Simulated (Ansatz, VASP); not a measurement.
CaO: VASP beside Ansatz

POSCAR

```
CaO
1.0
   -0.0537137623      2.5960290530      2.5960290530
    2.5960290530     -0.0537137623      2.5960290530
    2.5960290530      2.5960290530     -0.0537137623
Ca O
1 1
Direct
   -0.0017977602     -0.0017977602     -0.0017977602
    0.2517977602      0.2517977602      0.2517977602
```

Contents of INCAR.step1:

```
SYSTEM = CaO
ALGO     = Normal         ! electronic algorithm
EDIFF    = 1E-4           ! SCF threshold, eV
ENCUT    = 520            ! plane-wave cutoff, eV
GGA      = PE             ! functional
ISMEAR   = 0              ! smearing method
LASPH    = .TRUE.         ! aspherical terms in the spheres
LCHARG   = .FALSE.        ! write CHGCAR
LREAL    = .FALSE.        ! projectors in reciprocal space
LWAVE    = .TRUE.         ! write WAVECAR
NBANDS   = 15             ! bands
NELM     = 80             ! most SCF steps
PREC     = Accurate       ! precision mode
SIGMA    = 0.01           ! smearing width, eV
```

The input INCAR.step2:

```
SYSTEM = CaO
ALGO     = Normal         ! electronic algorithm
EDIFF    = 1E-6           ! SCF threshold, eV
ENCUT    = 520            ! plane-wave cutoff, eV
ISIF     = 2              ! what is computed and relaxed
ISMEAR   = 0              ! smearing method
ISTART   = 1            
LASPH    = .TRUE.         ! aspherical terms in the spheres
LCHARG   = .FALSE.        ! write CHGCAR
LMIXTAU  = .TRUE.       
LREAL    = .FALSE.        ! projectors in reciprocal space
LWAVE    = .FALSE.        ! write WAVECAR
METAGGA  = R2SCAN         ! meta-GGA
NBANDS   = 15             ! bands
NELM     = 80             ! most SCF steps
PREC     = Accurate       ! precision mode
SIGMA    = 0.01           ! smearing width, eV
```

Contents of KPOINTS:

```
k-points
0
G
  8 8 8
  0 0 0
```

Input for Ansatz:

```yaml
crystal:
  lattice:
    - [-0.0537137623, 2.596029053, 2.596029053]
    - [2.596029053, -0.0537137623, 2.596029053]
    - [2.596029053, 2.596029053, -0.0537137623]
  atoms:
    - { symbol: Ca, position: [-0.0017977602, -0.0017977602, -0.0017977602] }
    - { symbol: O, position: [0.2517977602, 0.2517977602, 0.2517977602] }
kpoints:
  mp_grid: { grid: [8, 8, 8] }
  band_path:
    path:
      - [0.0, 0.0, 0.0]
      - [-0.5, -0.5, 0.0]
      - [-0.375, -0.375, 0.25]
      - [-0.375, 0.0, 0.375]
      - [0.0, 0.0, 0.5]
      - [-0.5, -0.25, 0.25]
    npoints: 1
hamiltonian:
  xc: r2scan
scf:
  occupations: { method: fixed }
  n_extra_bands: 4
output:
  forces: true
  stress: true
  eigenvalues: true
```

Change from the starting cell: epitaxial_111 strain +1.7%.

Alike in both runs: task single point; functional r2SCAN; k mesh 8 × 8 × 8; no spin polarisation.

|  | VASP | Ansatz |
| --- | --- | --- |
| version | VASP 6.6.1 | Ansatz 0.2.0 |
| potentials or method | VASP PAW PBE potentials, release 64 (Ca_sv, O) | plane waves, PAW |
| plane-wave cutoff (eV) | 520 | 500 |
| occupations | gaussian, width 0.01 eV | fixed |
| valence electrons in the cell | 16 | 16 |

|  | VASP | Ansatz | Ansatz less VASP |
| --- | --- | --- | --- |
| gap on the k mesh at the Fermi level (eV) | 3.65 | 3.67 | +0.024 |
| pressure (GPa) | -0.7 | -1.5 | -0.85 |
| traceless stress, the component that is largest in VASP (GPa) | 0.76 | 0.75 | -0.007 |
| rms of the force components (eV/Å) | 0.008 | 0.002 | -0.0059 |

VASP's potentials were made for PBE, not for r2SCAN. Atom by atom the forces differ by 0.006 eV/Å (rms over components).
